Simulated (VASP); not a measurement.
Runs of VASP 6.6.1 on Na. The structure is that of space group Pm-3m (No. 221), or close to it. The cells are those of the table. This isn't the form of Na at room conditions, which is bcc.

| task | cell | cutoff (eV) | gap on the mesh (eV) | pressure (GPa) |
| --- | --- | --- | --- | --- |
| single point | a = 2.563 Å, 1 atom | 520 | none | 25.1 |
| relaxation of cell and atoms | relaxed from a = 3.395 Å, 1 atom | 600 | none | 0.0 |
| single point | a = 2.832 Å, 1 atom | 520 | none | 9.3 |
| single point | a = 3.395 Å, 1 atom | 520 | none | -0.1 |
| single point | a = 2.986 Å, 1 atom | 520 | none | (a) |

Alike in all rows: level PBEsol; potentials or basis VASP PAW PBE potentials, release 64 (Na_pv); no spin polarisation; k mesh 12 × 12 × 12; smearing fermi-dirac 0.08 eV.

**Question.** Estimate the missing entries.

**Answer.** (a) 4.9.

Caveats: the PAW data sets were made with another functional, which shifts forces and pressure a little; the cell stands under pressure (at least some runs).

A gap of «none» marks levels without a gap at the run's occupations.
